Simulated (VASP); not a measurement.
Runs of VASP 6.6.1 on LiH. The structure is that of space group Fm-3m (No. 225), or close to it. The cells are those of the table. 

```tsv
cell	gap on the mesh (eV)
a = 2.853 Å, angles 60.0°, 2 atoms	(a)
a = 2.872 Å, angles 60.0°, 2 atoms	3.01
a = 2.834 Å, angles 60.0°, 2 atoms	2.98
a = 2.884 Å, angles 60.0°, 2 atoms	3.01
```

Alike in all rows: task single point; level PBE; potentials or basis VASP PAW PBE potentials, release 64 (Li_sv, H); no spin polarisation; k mesh 14 × 14 × 14; cutoff (eV) 520; smearing gaussian 0.05 eV.

Fill in the values left out.

(a) 2.99.

A k mesh can miss the band edges.
